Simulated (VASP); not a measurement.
# Be4Br3F2: relaxation of cell and atoms with PBE

Crystal: Be4Br3F2.

```
CELL_PARAMETERS angstrom
4.61276 0.00000 0.00000
-2.30638 3.99477 0.00000
0.00000 0.00000 8.45914
ATOMIC_POSITIONS crystal
Be 0.33333 0.66667 0.67436
Be 0.66667 0.33333 0.67436
Be 0.66667 0.33333 0.32564
Be 0.33333 0.66667 0.32564
Br 0.50000 0.00000 0.00000
Br 0.00000 0.50000 0.00000
Br 0.50000 0.50000 0.00000
F 0.33333 0.66667 0.50000
F 0.66667 0.33333 0.50000
```

The cell was generated, and may not be a known phase.

```
Program                : VASP 6.6.1
Task                   : relaxation of cell and atoms
Functional             : PBE
Potentials or basis    : VASP PAW PBE potentials, release 64 (Be, Br, F)
Cutoff                 : 600 eV
k mesh                 : 6 × 6 × 2
Occupations            : gaussian, width 0.1 eV
Spin                   : no spin polarisation
Dipole correction      : no
Further INCAR settings : ALGO = Normal; EDIFF = 1e-06; IBRION = 2; EDIFFG = -0.04; NSW = 90; ISIF = 3
```

* Relaxed volume: 28.37 Å³/atom
* Relaxed cell: a = 5.378 Å, b = 5.378 Å, c = 10.191 Å, α = 90.00°, β = 90.00°, γ = 120.00°
* Space group after relaxing (to 0.1 Å): P6/mmm (No. 191)
* Energy gained by relaxing: 580.2 meV/atom
* Ionic steps: 26
* Pressure after relaxing: -0.1 GPa
* Largest force after relaxing: 0.021 eV/Å
* Band gap on the k mesh: zero (an odd number of electrons rules out a gap without spin polarisation)

Forces in eV/Å, atoms in the order of the input:
```
Be   0.000  0.000  0.021
Be   0.000  0.000  0.021
Be   0.000  0.000 -0.021
Be   0.000  0.000 -0.021
Br   0.000  0.000  0.000
Br   0.000  0.000  0.000
Br   0.000  0.000  0.000
F    0.000  0.000  0.000
F    0.000  0.000  0.000
```

Stress tensor (GPa, compression positive):
```
-0.20  0.00  0.00
 0.00 -0.20  0.00
 0.00  0.00  0.20
```

The path:
```csv
step,energy change (eV),largest force (eV/Å),pressure (GPa),volume (Å³)
1,0.0000,0.5698,27.21,155.88
2,-4.8827,1.0288,-0.15,231.54
3,-4.8689,1.1040,-1.23,239.55
4,-4.8842,1.0550,-0.54,234.26
5,-5.0949,0.0243,0.38,234.39
6,-5.0949,0.0431,0.35,234.39
7,-5.0988,0.0585,0.13,236.37
8,-5.1001,0.0760,-0.13,238.71
9,-5.1027,0.0408,-0.10,239.23
10,-5.1079,0.0469,-0.04,240.78
11,-5.1138,0.2314,0.12,243.85
12,-5.1005,0.7166,0.55,249.81
13,-5.1118,0.3676,0.25,245.35
14,-5.1121,0.3681,0.25,245.42
15,-5.1133,0.3693,0.25,245.61
16,-5.1157,0.3721,0.25,245.99
17,-5.1206,0.3789,0.25,246.76
18,-5.1307,0.3986,0.24,248.28
19,-5.1482,0.4587,0.27,251.27
20,-5.1616,0.6317,0.35,257.04
21,-5.1872,0.4837,0.18,259.16
22,-5.2041,0.2029,-0.17,263.66
23,-5.2050,0.2528,-0.11,262.84
24,-5.2089,0.2268,-0.10,262.08
25,-5.2173,0.1528,-0.10,259.83
26,-5.2218,0.0207,-0.07,255.30
```

Final structure:
```xyz
9
Lattice="5.3784 0.0000 0.0000 -2.6892 4.6579 0.0000 0.0000 0.0000 10.1908" Properties=species:S:1:pos:R:3 pbc="T T T"
Be    0.0000    3.1052    6.6237
Be    2.6892    1.5526    6.6237
Be    2.6892    1.5526    3.5671
Be    0.0000    3.1052    3.5671
Br    2.6892    0.0000    0.0000
Br   -1.3446    2.3289    0.0000
Br    1.3446    2.3289    0.0000
F     0.0000    3.1052    5.0954
F     2.6892    1.5526    5.0954
```

Levels at points of the mesh, in eV from the Fermi level:
```tsv
k point	band 18	band 19	band 20	band 21	band 22	band 23	band 24	band 25
(0.00, 0.00, 0.00)	-2.10	-1.49	0.62	1.67	1.67	1.67	1.67	2.23
(0.50, 0.00, 0.00)	-2.92	-2.19	-1.56	-0.71	-0.66	-0.23	1.13	1.42
(0.00, 0.00, 0.50)	-2.10	-1.98	0.62	1.58	1.58	1.67	1.67	2.24
(0.50, 0.00, 0.50)	-2.92	-2.18	-1.22	-1.12	-0.52	-0.39	1.02	1.42
```

Wall time 29 min on 1 thread of Oxide Virtual Turin-like Processor (shared host), peak memory 0.33 GiB.

Caveat: the k points lie up to 0.31 Å⁻¹ apart in the final cell, too coarse for converged energies and pressures of a metal; the volume moved by over 15 % at a fixed basis, so the end points are rough; an odd number of electrons without spin polarisation forces a metal; a magnetic or distorted state may lie lower.
